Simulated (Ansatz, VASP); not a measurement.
Two plane-wave programs on TiO2

INCAR

```
PREC = Accurate
ENCUT = 520
EDIFF = 1E-6
ISMEAR = 0
SIGMA = 0.05
LREAL = F
LASPH = T
NELM = 150
ALGO = Normal
ISIF = 2
LWAVE = F
LCHARG = F
LMAXMIX = 4
LDAU = T
LDAUTYPE = 2
LDAUL = 2 -1
LDAUU = 4 0
LDAUJ = 0 0
LDAUPRINT = 1
GGA = PE
NBANDS = 33
```

KPOINTS

```
regular mesh
0
Gamma
  8 8 8
```

Contents of POSCAR:

```
TiO2
1.0
   -1.9089353641      1.9089353641      4.8883612609
    1.9089353641     -1.9089353641      4.8883612609
    1.9089353641      1.9089353641     -4.8883612609
Ti O
2 4
Direct
    0.0000000000      0.0000000000      0.0000000000
    0.7500000000      0.2500000000      0.5000000000
    0.1411302777      0.1896852638     -0.0485549861
    0.9552765759      0.4552765759      0.5000000000
    0.5447234241      0.0447234241      0.5000000000
    0.7947234241      0.7947234241      0.0000000000
```

Input for Ansatz:

```yaml
crystal:
  lattice:
    - [-1.9089353641, 1.9089353641, 4.8883612609]
    - [1.9089353641, -1.9089353641, 4.8883612609]
    - [1.9089353641, 1.9089353641, -4.8883612609]
  atoms:
    - { symbol: Ti, position: [0.0, 0.0, 0.0] }
    - { symbol: Ti, position: [0.75, 0.25, 0.5] }
    - { symbol: O, position: [0.1411302777, 0.1896852638, -0.0485549861] }
    - { symbol: O, position: [0.9552765759, 0.4552765759, 0.5] }
    - { symbol: O, position: [0.5447234241, 0.0447234241, 0.5] }
    - { symbol: O, position: [0.7947234241, 0.7947234241, 0.0] }
basis:
  ecutwfc: 420
kpoints:
  mp_grid: { grid: [8, 8, 8] }
hamiltonian:
  xc: pbe
  hubbard: { sites: [{ species: Ti, l: d, u_eff: 4.0 }] }
scf:
  occupations: { method: gaussian, width: 0.05 }
output:
  forces: true
  stress: true
  eigenvalues: true
```

Alike in both runs: task single point; functional PBE; k mesh 8 × 8 × 8; occupations gaussian, width 0.05 eV; no spin polarisation; Hubbard terms Ti d U = 4.0 eV.

|  | VASP | Ansatz |
| --- | --- | --- |
| version | VASP 6.6.1 | Ansatz 0.2.0 |
| potentials or method | VASP PAW PBE potentials, release 64 (Ti_sv, O), cutoff 520 eV | scalar-relativistic, plane waves, PAW |
| valence electrons in the cell | 48 | 48 |

```csv
,VASP,Ansatz,Ansatz less VASP
gap on the k mesh at the Fermi level (eV),2.78,2.77,-0.016
least direct gap on the mesh (eV),2.98,2.94,-0.039
pressure (GPa),9.5,5.1,-4.43
"traceless stress, the component that is largest in VASP (GPa)",-4.77,-4.78,-0.006
rms of the force components (eV/Å),1.213,1.057,-0.1562
```

The programs project onto different local orbitals, so the same U acts differently, and such runs can settle in different states. Atom by atom the forces differ by 0.196 eV/Å (rms over components).
